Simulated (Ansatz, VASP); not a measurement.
## H: VASP beside Ansatz

```
CELL_PARAMETERS angstrom
5.43260 0.00000 0.00000
-2.71630 4.70477 0.00000
0.00000 0.00000 4.42330
ATOMIC_POSITIONS crystal
H 0.33333 0.66667 0.25000
H 0.66667 0.33333 0.75000
```

Alike in both runs: task single point; functional PBE; k mesh 6 × 6 × 6; occupations gaussian, width 0.05 eV; collinear spin.

|  | VASP | Ansatz |
| --- | --- | --- |
| version | VASP 6.6.1 | Ansatz 0.2.0 |
| potentials or method | VASP PAW PBE potentials, release 64 (H), cutoff 520 eV | scalar-relativistic, plane waves, PAW |
| valence electrons in the cell | 2 | 2 |

Ansatz gave:

* gap on the k mesh at the Fermi level (eV): 6.81
* least direct gap on the mesh (eV): 7.24
* pressure (GPa): 0.0
* net moment per atom (μB): 1.00
* size of the moment on the site where the two differ most (μB): 0.95

Task: Estimate VASP's values.

Result: gap on the k mesh at the Fermi level (eV): 6.81; least direct gap on the mesh (eV): 7.24; pressure (GPa): 0.0; net moment per atom (μB): 1.00; size of the moment on the site where the two differ most (μB): 0.38.

Site moments also hang on the region over which each program counts them. Ansatz's warnings: nearly empty spin channel levels not settled, published levels not confirmed.
